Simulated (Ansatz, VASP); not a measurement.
# Ge in VASP and in Ansatz

File INCAR:

```
ALGO = Normal
EDIFF = 1E-6
ENCUT = 520
GGA = PE
ISIF = 2
ISMEAR = 0
LASPH = True
LCHARG = False
LREAL = False
LWAVE = False
NBANDS = 36
NELM = 100
PREC = Accurate
SIGMA = 0.1
```

KPOINTS

```
k-points
0
Gamma
  6 6 4
```

The input POSCAR:

```
Ge
1.0
    1.9317783600     -4.6106867500      0.0000000000
    1.9317783600      4.6106867500      0.0000000000
    0.0000000000      0.0000000000      5.4566727200
Ge
4
Direct
    0.5000000000      0.5000000000      0.7895990000
    0.5000000000      0.5000000000      0.2104010000
    0.3173019000      0.6826981000      0.5000000000
    0.6826981000      0.3173019000      0.5000000000
```

Input for Ansatz:

```yaml
crystal:
  lattice:
    - [1.93177836, -4.61068675, 0.0]
    - [1.93177836, 4.61068675, 0.0]
    - [0.0, 0.0, 5.45667272]
  atoms:
    - { symbol: Ge, position: [0.5, 0.5, 0.789599] }
    - { symbol: Ge, position: [0.5, 0.5, 0.210401] }
    - { symbol: Ge, position: [0.3173019, 0.6826981, 0.5] }
    - { symbol: Ge, position: [0.6826981, 0.3173019, 0.5] }
basis:
  ecutwfc: 420
kpoints:
  mp_grid: { grid: [6, 6, 4] }
hamiltonian:
  xc: pbe
scf:
  occupations: { method: gaussian, width: 0.1 }
  lower_state_search: "off"
output:
  forces: true
  stress: true
  eigenvalues: true
```

Alike in both runs: task single point; functional PBE; k mesh 6 × 6 × 4; occupations gaussian, width 0.1 eV; no spin polarisation.

|  | VASP | Ansatz |
| --- | --- | --- |
| version | VASP 6.6.1 | Ansatz 0.2.0 |
| potentials or method | VASP PAW PBE potentials, release 64 (Ge_d), cutoff 520 eV | scalar-relativistic, plane waves, PAW |
| valence electrons in the cell | 56 | 56 |

|  | VASP | Ansatz | Ansatz less VASP |
| --- | --- | --- | --- |
| gap on the k mesh at the Fermi level (eV) | none | none | - |
| pressure (GPa) | 13.3 | 13.4 | +0.09 |
| traceless stress, the component that is largest in VASP (GPa) | 7.32 | 7.31 | -0.006 |
| rms of the force components (eV/Å) | 0.608 | 0.606 | -0.0027 |

Atom by atom the forces differ by 0.003 eV/Å (rms over components). A gap of «none» marks a metal or a gap that the smearing closes. With one functional, cell and mesh, what is left measures potentials, basis and numerics.
